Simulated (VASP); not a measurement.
Set up this calculation in VASP 6.6.1, as the native input.

* Task: single point
* Functional: PBE
* Potentials or basis: VASP PAW PBE potentials, release 64 (Hf_pv, S)
* Cutoff: 520 eV
* k mesh: 5 × 5 × 1
* Occupations: gaussian, width 0.2 eV
* Spin: no spin polarisation
* Dipole correction: no
* Further INCAR settings: ALGO = Normal; EDIFF = 1e-06; NBANDS = 44

The structure of Hf5S3 lies in POSCAR:

```
Hf5S3
1.0
    3.3595467623      0.0000000000      0.0000000000
   -1.6797733812      2.9094528414      0.0000000000
    0.0000000000      0.0000000000     15.4818745904
Hf S
5 3
Direct
    0.0000000000      0.0000000000      0.2285170040
    0.0000000000      0.0000000000      0.7714829960
    0.0000000000      0.0000000000      0.0000000000
    0.3333333333      0.6666666667      0.3854502223
    0.3333333333      0.6666666667      0.6145497777
    0.3333333333      0.6666666667      0.1119556010
    0.3333333333      0.6666666667      0.8880443990
    0.6666666667      0.3333333333      0.5000000000
```

These files were run (other wordings do the same):

INCAR

```
PREC = Accurate
ENCUT = 520
EDIFF = 1E-6
ISMEAR = 0
SIGMA = 0.2
LREAL = F
LASPH = T
NELM = 80
ALGO = Normal
ISIF = 2
LWAVE = F
LCHARG = T
GGA = PE
LELF = T
LVHAR = T
NBANDS = 44
```

KPOINTS

```
regular mesh
0
Gamma
  5 5 1
```

Potentials or basis: VASP PAW PBE potentials, release 64 (Hf_pv, S).

The run is started by

```sh
$ cat potpaw_PBE.64/Hf_pv/POTCAR potpaw_PBE.64/S/POTCAR > POTCAR
$ mpirun -np 1 vasp_std > vasp.out
```

Results of the run:

| Quantity | Value |
| --- | --- |
| Pressure | -0.6 GPa |
| Largest force | 0.041 eV/Å |
| Band gap on the k mesh | zero (bands 34 and 35 overlap by 0.56 eV) |

Caveat: the k points lie up to 0.43 Å⁻¹ apart, too coarse for converged energies and pressures of a metal; spin-orbit coupling is left out, which moves the levels of the heavy elements.

Wall time 43 s on 1 thread of Intel(R) Xeon(R) Platinum 8488C (Sapphire Rapids), with other jobs on the host, peak memory 0.29 GiB.
